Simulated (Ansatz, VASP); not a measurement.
**One calculation of CuI, two programs**

Contents of POSCAR:

```
CuI
1.0
    0.0000000000      2.9816024864      2.9816024864
    2.9816024864      0.0000000000      2.9816024864
    2.9816024864      2.9816024864      0.0000000000
Cu I
1 1
Direct
    0.0000000000      0.0000000000      0.0000000000
    0.2500000000      0.2500000000      0.2500000000
```

The input INCAR.step1:

```
SYSTEM = CuI
ALGO = Normal
EDIFF = 1E-4
ENCUT = 520
GGA = PE
ISMEAR = 0
LASPH = .TRUE.
LCHARG = .FALSE.
LREAL = .FALSE.
LWAVE = .TRUE.
NBANDS = 16
NELM = 80
PREC = Accurate
SIGMA = 0.01
```

The input INCAR.step2:

```
SYSTEM = CuI
ALGO = Normal
EDIFF = 1E-6
ENCUT = 520
ISIF = 2
ISMEAR = 0
ISTART = 1
LASPH = .TRUE.
LCHARG = .FALSE.
LMIXTAU = .TRUE.
LREAL = .FALSE.
LWAVE = .FALSE.
METAGGA = R2SCAN
NBANDS = 16
NELM = 80
PREC = Accurate
SIGMA = 0.01
```

Contents of KPOINTS:

```
k-points
0
G
  6 6 6
  0 0 0
```

Input for Ansatz:

```yaml
crystal:
  lattice:
    - [0.0, 2.9816024864, 2.9816024864]
    - [2.9816024864, 0.0, 2.9816024864]
    - [2.9816024864, 2.9816024864, 0.0]
  atoms:
    - { symbol: Cu, position: [0.0, 0.0, 0.0] }
    - { symbol: I, position: [0.25, 0.25, 0.25] }
kpoints:
  mp_grid: { grid: [6, 6, 6] }
hamiltonian:
  xc: r2scan
scf:
  occupations: { method: fixed }
  n_extra_bands: 4
output:
  forces: true
  stress: true
  eigenvalues: true
```

Alike in both runs: task single point; functional r2SCAN; k mesh 6 × 6 × 6; no spin polarisation.

```csv
,VASP,Ansatz
version,VASP 6.6.1,Ansatz 0.2.0
potentials or method,"VASP PAW PBE potentials, release 64 (Cu, I)","plane waves, PAW"
plane-wave cutoff (eV),520,500
occupations,"gaussian, width 0.01 eV",fixed
valence electrons in the cell,18,36
```

```csv
,VASP,Ansatz,Ansatz less VASP
gap on the k mesh at the Fermi level (eV),1.77,1.76,-0.006
pressure (GPa),1.4,1.4,+0.05
```

VASP's potentials were made for PBE, not for r2SCAN. VASP's potentials hold 18 valence electrons a cell and Ansatz's 36, so a difference there can come from the potentials and not from the codes.

Neither program's run includes spin-orbit coupling.
